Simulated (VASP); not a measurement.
# Ru (P6_3/mmc) in VASP: further runs

Runs on Ru. Level: LDA. Tasks: single point.

Everything below comes from runs of VASP 6.6.1. Logs are shortened: lines on timing, memory, paths and dates and some standing lists are left out, and cuts for length are marked.

### Step 1. The cell of the first run

It takes space group P6_3/mmc (No. 194, hexagonal). The conventional cell has a = 2.591 Å, b = 2.591 Å, c = 8.320 Å, α = 90.00°, β = 90.00°, γ = 120.00°. Ru (site symmetry -3m) has 12 Ru at 2.56 to 2.59 Å within 3.4 Å. Ru (site symmetry -6m2) has 12 Ru at 2.56 to 2.59 Å within 3.4 Å.

### Step 2. Single point, LDA (volume scaled by 0.92)

The input, INCAR:

```
PREC = Accurate ; ENCUT = 520
EDIFF = 1E-6 ; ISMEAR = -1
SIGMA = 0.1 ; LREAL = F
LASPH = T ; NELM = 100
ALGO = Normal ; ISIF = 2
LWAVE = F ; LCHARG = T
LELF = T ; LVHAR = T
NBANDS = 36
```

The input, KPOINTS:

```
regular mesh
0
Gamma
  15 15 4
```

The input, POSCAR:

```
Ru
1.0
    2.5910085714      0.0000000000      0.0000000000
   -1.2955042857      2.2438792443      0.0000000000
    0.0000000000      0.0000000000      8.3199232734
Ru
4
Direct
    0.0000000000      0.0000000000      1.0000000000
    0.0000000000      0.0000000000      0.5000000000
    0.3333333333      0.6666666667      0.2500000000
    0.6666666667      0.3333333333      0.7500000000
```

Potentials or basis: VASP PAW LDA potentials, release 64 (Ru_pv).

The run is started by

```console
$ cat potpaw_LDA.64/Ru_pv/POTCAR > POTCAR
$ mpirun -np 1 vasp_std > vasp.out
```

OUTCAR:

```text
PREC = Accurate
   ENCUT = 520
   EDIFF = 1E-6
   ISMEAR = -1
   LREAL = F
   LASPH = T
   NELM = 100
   ISIF = 2

 ion  position               nearest neighbor table
   1  0.000  0.000  0.000-   3 2.56   4 2.56   4 2.56   3 2.56   4 2.56   3 2.56
   2  0.000  0.000  0.500-   3 2.56   4 2.56   4 2.56   3 2.56   4 2.56   3 2.56
   3  0.333  0.667  0.250-   1 2.56   2 2.56   1 2.56   2 2.56   1 2.56   2 2.56
   4  0.667  0.333  0.750-   1 2.56   2 2.56   1 2.56   2 2.56   1 2.56   2 2.56

  LATTYP: Found a hexagonal cell.
 ALAT       =     2.5910085714
 C/A-ratio  =     3.2110751640

  Lattice vectors:

 A1 = (   2.5910085714,   0.0000000000,   0.0000000000)
 A2 = (  -1.2955042857,   2.2438792443,   0.0000000000)
 A3 = (   0.0000000000,   0.0000000000,   8.3199232734)

Analysis of symmetry for initial positions (statically):
=====================================================================
 Subroutine PRICEL returns:
 Original cell was already a primitive cell.

 Routine SETGRP: Setting up the symmetry group for a
 hexagonal supercell.

 Subroutine GETGRP returns: Found 24 space group operations
 (whereof 12 operations were pure point group operations)
 out of a pool of 24 trial point group operations.

The static configuration has the point symmetry D_3d.
 The point group associated with its full space group is D_6h.

Analysis of symmetry for dynamics (positions and initial velocities):
=====================================================================
 Subroutine PRICEL returns:
 Original cell was already a primitive cell.

 Routine SETGRP: Setting up the symmetry group for a
 hexagonal supercell.

 Subroutine GETGRP returns: Found 24 space group operations
 (whereof 12 operations were pure point group operations)
 out of a pool of 24 trial point group operations.

The dynamic configuration has the point symmetry D_3d.
 The point group associated with its full space group is D_6h.

 Subroutine INISYM returns: Found 24 space group operations
 (whereof 12 operations are pure point group operations),
 and found     1 'primitive' translations

----------------------------------------------------------------------------------------

                                     Primitive cell

  volume of cell :      48.3713

  direct lattice vectors                    reciprocal lattice vectors
     2.591008571  0.000000000  0.000000000     0.385950093  0.222828390  0.000000000
    -1.295504286  2.243879244  0.000000000     0.000000000  0.445656781  0.000000000
     0.000000000  0.000000000  8.319923273     0.000000000  0.000000000  0.120193416

  length of vectors
     2.591008571  2.591008571  8.319923273     0.445656781  0.445656781  0.120193416

  position of ions in fractional coordinates (direct lattice)
     0.000000000  0.000000000  0.000000000
     0.000000000  0.000000000  0.500000000
     0.333333333  0.666666667  0.250000000
     0.666666667  0.333333333  0.750000000

  ion indices of the primitive-cell ions
   primitive index   ion index
                 1           1
                 2           2
                 3           3
                 4           4

----------------------------------------------------------------------------------------

 KPOINTS: regular mesh

Automatic generation of k-mesh.
 Grid dimensions read from file:
 generate k-points for:   15   15    4

 Generating k-lattice:

  Cartesian coordinates                     Fractional coordinates (reciprocal lattice)
     0.025730006  0.014855226  0.000000000     0.066666667  0.000000000  0.000000000
     0.000000000  0.029710452  0.000000000     0.000000000  0.066666667  0.000000000
     0.000000000  0.000000000  0.030048354     0.000000000  0.000000000  0.250000000

  Length of vectors
     0.029710452  0.029710452  0.030048354

  Shift w.r.t. Gamma in fractional coordinates (k-lattice)
     0.000000000  0.000000000  0.000000000

 Subroutine IBZKPT returns following result:
 ===========================================

 Found     81 irreducible k-points:

 Following reciprocal coordinates:
            Coordinates               Weight
  0.000000  0.000000  0.000000      1.000000
  0.066667  0.000000  0.000000      6.000000
  0.133333  0.000000  0.000000      6.000000
  0.200000 -0.000000  0.000000      6.000000
  0.266667  0.000000  0.000000      6.000000
  0.333333  0.000000  0.000000      6.000000
[... 16 lines left out ...]
  0.333333  0.200000  0.000000     12.000000
  0.400000  0.200000  0.000000      6.000000
 [... further k-points ...]
   k-points           NKPTS =     81   k-points in BZ     NKDIM =     81   number of bands    NBANDS=     36
   number of dos      NEDOS =    301   number of ions     NIONS =      4
   total plane-waves  NPLWV =  25600
   dimension x,y,z NGX =    20 NGY =   20 NGZ =   64
   dimension x,y,z NGXF=    40 NGYF=   40 NGZF=  128
   ions per type =               4
   NGX,Y,Z   is equivalent  to a cutoff of  12.83, 12.83, 12.79 a.u.
   NGXF,Y,Z  is equivalent  to a cutoff of  25.67, 25.67, 25.58 a.u.
 SYSTEM =  unknown system
   PREC   = accura    normal or accurate (medium, high low for compatibility)
   ISTART =      0    job   : 0-new  1-cont  2-samecut
   ICHARG =      2    charge: 1-file 2-atom 10-const
   ISPIN  =      1    spin polarized calculation?
   LNONCOLLINEAR =      F non collinear calculations
   LSORBIT =      F    spin-orbit coupling
   LASPH  =      T    aspherical Exc in radial PAW
   ENCUT  =  520.0 eV  38.22 Ry    6.18 a.u.   4.82  4.82 15.47*2*pi/ulx,y,z
   NELM   =    100;   NELMIN=  2; NELMDL= -5     # of ELM steps
   EDIFF  = 0.1E-05   stopping-criterion for ELM
   LREAL  =      F    real-space projection
   EDIFFG = 0.1E-04   stopping-criterion for IOM
   NSW    =      0    number of steps for IOM
   IBRION =     -1    ionic relax: 0-MD 1-quasi-New 2-CG
   NFREE  =      0    steps in history (QN), initial steepest desc. (CG)
   ISIF   =      2    stress and relaxation
   ISYM   =      2    0-nonsym 1-usesym 2-fastsym
   POTIM  = 0.5000    time-step for ionic-motion
   TEBEG  =    0.0;   TEEND  =   0.0 temperature during run
   PSTRESS=    0.0 pullay stress
   NELECT =      56.0000    total number of electrons
   NUPDOWN=      -1.0000    fix difference up-down
   EMIN   =  10.00;   EMAX   =-10.00  energy-range for DOS
   EFERMI =   0.00;   METHOD = LEGACY
   ISMEAR =    -1;   SIGMA  =   0.10  broadening in eV -4-tet -1-fermi 0-gaus
   EFERMI_NEDOS =   21; number of points for ismear=-14 and -15
   IALGO  =     38    algorithm
   IMIX   =      4    mixing-type and parameters
     AMIX     =   0.40;   BMIX     =  1.00
     AMIX_MAG =   1.60;   BMIX_MAG =  1.00
  volume/ion in A,a.u.               =      12.09        81.61
  Fermi-wavevector in a.u.,A,eV,Ry     =   1.718996  3.248432 40.204515  2.954948
  Thomas-Fermi vector in A             =   2.795705
   LORBIT       =      0    0 simple, 1 ext, 2 COOP (PROOUT), +10 PAW based schemes
   GGA     = CA    functional components
   LHFCALC =     F    Hartree Fock is set to
   AEXX    =    0.0000 exact exchange contribution
   IVDW    =     0    specifies the selected vdW correction
   LEPSILON=     F    determine dielectric tensor
   LRPA    =     F    only Hartree local field effects (RPA)
 non-spin polarized calculation
  energy-cutoff  :      520.00
  volume of cell :       48.37
 maximum number of plane-waves:      1325
 NGX is ok and might be reduce to    20
   NGX =  9   NGY =  9   NGZ = 31

 number of electron      55.9999992 magnetization

 Free energy of the ion-electron system (eV)
  ---------------------------------------------------
  ext. energy  EPLUGINS =         0.00000000
  ---------------------------------------------------
  free energy    TOTEN  =       -42.03435946 eV

  energy without entropy =      -41.91996269  energy(sigma->0) =      -41.97716107

 E-fermi :  14.9311     XC(G=0): -15.0999

 val. band max:       14.9068989303   @ k =   0.0667   0.0000   0.0000
 cond. band min:      14.9418971498   @ k =   0.0667   0.0667   0.2500
 fundamental gap:      0.0349982195
 Fermi energy:        14.9311409643

 k-point     1 :       0.0000    0.0000    0.0000
  band No.  band energies     occupation
      1     -28.9790      2.00000
      2     -28.2190      2.00000
      3     -28.1525      2.00000
      4     -27.6061      2.00000
      5     -27.6061      2.00000
      6     -27.5083      2.00000
[... 28 lines left out ...]
     35      16.8126      0.00000
     36      16.8126      0.00000

 k-point     2 :       0.0667    0.0000    0.0000
  band No.  band energies     occupation
      1     -28.9568      2.00000
      2     -28.2257      2.00000
      3     -28.1615      2.00000
      4     -27.6572      2.00000
      5     -27.6228      2.00000
      6     -27.5431      2.00000
[... 28 lines left out ...]
     35      16.8413      0.00000
     36      18.2266      0.00000

 k-point     3 :       0.1333    0.0000    0.0000
  band No.  band energies     occupation
      1     -28.8921      2.00000
      2     -28.2551      2.00000
      3     -28.1987      2.00000
      4     -27.7974      2.00000
      5     -27.6689      2.00000
      6     -27.6289      2.00000
[... 28 lines left out ...]
     35      16.9237      0.00000
     36      20.0105      0.00000
[... 742 lines left out ...]
 k-point    23 :       0.3333    0.2000    0.0000
  band No.  band energies     occupation
      1     -28.7570      2.00000
      2     -28.7230      2.00000
      3     -28.5262      2.00000
      4     -28.4653      2.00000
      5     -28.2741      2.00000
      6     -28.1697      2.00000
[... 28 lines left out ...]
     35      21.7868      0.00000
     36      24.1604      0.00000

 k-point    24 :       0.4000    0.2000    0.0000
  band No.  band energies     occupation
      1     -28.7822      2.00000
      2     -28.7421      2.00000
      3     -28.5213      2.00000
      4     -28.5103      2.00000
      5     -28.2314      2.00000
      6     -28.1770      2.00000
[... 28 lines left out ...]
     35      22.5292      0.00000
     36      23.0762      0.00000

 [... further k-points ...]

------------------------ aborting loop because EDIFF is reached ----------------------------------------

  FORCE on cell =-STRESS in cart. coord.  units (eV):
  Direction    XX          YY          ZZ          XY          YZ          ZX
  --------------------------------------------------------------------------------------
  -------------------------------------------------------------------------------------
  Total       11.1559342     11.1559342     12.0926123     -0.0000000      0.0000000      0.0000000
  in kB      369.5122783    369.5122783    400.5373863     -0.0000000      0.0000000      0.0000000
  external PRESSURE =     379.8539810 kB  Pullay stress =       0.0000000 kB

 VOLUME and BASIS-vectors are now :
 -----------------------------------------------------------------------------
  energy-cutoff  :      520.00
  volume of cell :       48.37
      direct lattice vectors                 reciprocal lattice vectors
     2.591008571  0.000000000  0.000000000     0.385950093  0.222828390  0.000000000
    -1.295504286  2.243879244  0.000000000     0.000000000  0.445656781  0.000000000
     0.000000000  0.000000000  8.319923273     0.000000000  0.000000000  0.120193416

 POSITION                                       TOTAL-FORCE (eV/Angst)
 -----------------------------------------------------------------------------------
      0.00000      0.00000      0.00000        -0.000000      0.000000      0.000000
      0.00000      0.00000      4.15996         0.000000      0.000000      0.000000
     -0.00000      1.49592      2.07998        -0.000000     -0.000000     -0.000000
      1.29550      0.74796      6.23994         0.000000      0.000000      0.000000
 -----------------------------------------------------------------------------------
    total drift:                                0.000000     -0.000000      0.000000

  FREE ENERGIE OF THE ION-ELECTRON SYSTEM (eV)
  ---------------------------------------------------
  free  energy   TOTEN  =       -42.0343594629 eV

  energy  without entropy=      -41.9199626863  energy(sigma->0) =      -41.97716107
```

Run time: 69 s. Hardware: 1 thread of AMD EPYC 9R45 (Zen 5), shared host; peak memory 0.18 GiB.

What came out:

```
Free energy            : -42.0344 eV
Pressure               : 38.0 GPa
Band gap on the k mesh : zero (band 28 reaches 16.85 eV, above the bottom of band 29 at 13.42 eV)
```

Caveat: the cell differs from its parent crystal (volume scaled by 0.92).

### Step 3. Single point, LDA (volume scaled by 0.96)

The input, INCAR:

```
SYSTEM = Ru
PREC = Accurate
ENCUT = 520
EDIFF = 1E-6
ISMEAR = -1
SIGMA = 0.1
LREAL = .False.
LASPH = .True.
NELM = 60
ALGO = Normal
ISIF = 2
LWAVE = .False.
LCHARG = .True.
LELF = .True.
LVHAR = .True.
NBANDS = 36
```

The input, KPOINTS:

```
Automatic mesh
0
Gamma
  15 15 4
  0 0 0
```

The input, POSCAR:

```
Ru
1.0
    2.6280279811      0.0000000000      0.0000000000
   -1.3140139906      2.2759389935      0.0000000000
    0.0000000000      0.0000000000      8.4387953804
Ru
4
Direct
    0.0000000000      0.0000000000      1.0000000000
    0.0000000000      0.0000000000      0.5000000000
    0.3333333333      0.6666666667      0.2500000000
    0.6666666667      0.3333333333      0.7500000000
```

Potentials or basis: VASP PAW LDA potentials, release 64 (Ru_pv).

The run is started by

```console
$ cat potpaw_LDA.64/Ru_pv/POTCAR > POTCAR
$ mpirun -np 1 vasp_std > vasp.out
```

It took 70 s on 1 thread of AMD EPYC 9R45 (Zen 5), shared host; peak memory 0.19 GiB.

The run converged. Its results:

| Quantity | Value |
| --- | --- |
| Free energy | -42.3938 eV |
| Pressure | 17.3 GPa |
| Band gap on the k mesh | zero (band 28 reaches 15.86 eV, above the bottom of band 29 at 12.67 eV) |

Stress tensor (GPa, compression positive):
```
16.52  0.00  0.00
 0.00 16.52  0.00
 0.00  0.00 18.74
```

Levels at points of the mesh, in eV from the Fermi level:
| k point | band 25 | band 26 | band 27 | band 28 | band 29 | band 30 | band 31 | band 32 |
| --- | --- | --- | --- | --- | --- | --- | --- | --- |
| (0.00, 0.00, 0.00) | -2.52 | -2.40 | -2.40 | -0.92 | -0.92 | -0.11 | -0.11 | 0.67 |
| (0.00, 0.00, 0.50) | -2.73 | -2.73 | -0.65 | -0.65 | -0.44 | -0.44 | -0.44 | -0.44 |

Caveat: the cell differs from its parent crystal (volume scaled by 0.96).

### Step 4. Single point, LDA

This run uses another cell than the first one, of 13.14 Å³/atom, 1.087 times its volume.

The input, INCAR:

```
SYSTEM = Ru
PREC = Accurate
ENCUT = 520
EDIFF = 1E-7
ISMEAR = -1
SIGMA = 0.1
LREAL = .FALSE.
LASPH = .TRUE.
NELM = 80
ALGO = Normal
ISIF = 2
LWAVE = .FALSE.
LCHARG = .TRUE.
GGA = CA
LELF = .TRUE.
LVHAR = .TRUE.
NBANDS = 36
```

The input, KPOINTS:

```
regular mesh
0
G
  15 15 4
  0 0 0
```

The input, POSCAR:

```
Ru
1.0
    2.6640328385      0.0000000000      0.0000000000
   -1.3320164193      2.3071201147      0.0000000000
    0.0000000000      0.0000000000      8.5544096839
Ru
4
Direct
    0.0000000000      0.0000000000      1.0000000000
    0.0000000000      0.0000000000      0.5000000000
    0.3333333333      0.6666666667      0.2500000000
    0.6666666667      0.3333333333      0.7500000000
```

The run is started by

```console
$ cat potpaw_LDA.64/Ru_pv/POTCAR > POTCAR
$ mpirun -np 1 vasp_std > vasp.out
```

It took 76 s on 1 thread of AMD EPYC 9R45 (Zen 5), shared host; peak memory 0.19 GiB.

Results (log left out):

- Free energy: -42.5103 eV
- Pressure: 0.8 GPa
- Band gap on the k mesh: zero (band 28 reaches 14.95 eV, above the bottom of band 29 at 11.96 eV)

Stress tensor (GPa, compression positive):
```
0.34 0.00 0.00
0.00 0.34 0.00
0.00 0.00 1.82
```

Levels at points of the mesh, in eV from the Fermi level:
| k point | band 24 | band 25 | band 26 | band 27 | band 28 | band 29 | band 30 | band 31 | band 32 | band 33 |
| --- | --- | --- | --- | --- | --- | --- | --- | --- | --- | --- |
| (0.00, 0.00, 0.00) | -2.36 | -2.36 | -2.26 | -2.26 | -0.86 | -0.86 | -0.10 | -0.10 | 0.62 | 0.62 |
| (0.00, 0.00, 0.50) | -2.57 | -2.57 | -2.57 | -0.66 | -0.66 | -0.42 | -0.42 | -0.42 | -0.42 | 1.15 |

### Step 5. Single point, LDA (volume scaled by 1.04)

The input, INCAR:

```
ALGO = Normal
EDIFF = 1E-7
ENCUT = 520
ISIF = 2
ISMEAR = -1
LASPH = True
LCHARG = False
LREAL = False
LWAVE = False
NBANDS = 36
NELM = 100
PREC = Accurate
SIGMA = 0.1
```

The input, KPOINTS:

```
k-points
0
Gamma
  15 15 4
```

The input, POSCAR:

```
Ru
1.0
    2.6990899224      0.0000000000      0.0000000000
   -1.3495449612      2.3374804399      0.0000000000
    0.0000000000      0.0000000000      8.6669806153
Ru
4
Direct
    0.0000000000      0.0000000000      1.0000000000
    0.0000000000      0.0000000000      0.5000000000
    0.3333333333      0.6666666667      0.2500000000
    0.6666666667      0.3333333333      0.7500000000
```

The run is started by

```console
$ cat potpaw_LDA.64/Ru_pv/POTCAR > POTCAR
$ mpirun -np 1 vasp_std > vasp.out
```

It took 72 s on 1 thread of AMD EPYC 9R45 (Zen 5), shared host; peak memory 0.19 GiB.

Results (log left out):

* Free energy: -42.4340 eV
* Pressure: -12.2 GPa
* Band gap on the k mesh: zero (band 28 reaches 14.11 eV, above the bottom of band 29 at 11.31 eV)

Stress tensor (GPa, compression positive):
```
-12.52   0.00   0.00
  0.00 -12.52   0.00
  0.00   0.00 -11.64
```

Levels at points of the mesh, in eV from the Fermi level:
```csv
k point,band 24,band 25,band 26,band 27,band 28,band 29,band 30,band 31,band 32,band 33
"(0.00, 0.00, 0.00)",-2.23,-2.23,-2.13,-2.13,-0.81,-0.81,-0.09,-0.09,0.58,0.58
"(0.00, 0.00, 0.50)",-2.42,-2.42,-2.42,-0.66,-0.66,-0.40,-0.40,-0.40,-0.40,1.08
```

Caveat: the cell differs from its parent crystal (volume scaled by 1.04).

### Step 6. Summary

```tsv
cell	gap on the mesh (eV)	pressure (GPa)
a = 2.591, b = 2.591, c = 8.320 Å, angles 90.0, 90.0, 120.0°, 4 atoms	none	38.0
a = 2.628, b = 2.628, c = 8.439 Å, angles 90.0, 90.0, 120.0°, 4 atoms	none	17.3
a = 2.664, b = 2.664, c = 8.554 Å, angles 90.0, 90.0, 120.0°, 4 atoms	none	0.8
a = 2.699, b = 2.699, c = 8.667 Å, angles 90.0, 90.0, 120.0°, 4 atoms	none	-12.2
```

Alike in all rows: task single point; level LDA; potentials or basis VASP PAW LDA potentials, release 64 (Ru_pv); no spin polarisation; k mesh 15 × 15 × 4; cutoff (eV) 520; smearing fermi-dirac 0.1 eV.

Total energies depend on the potentials used, so only differences within one code and one set of settings carry meaning.
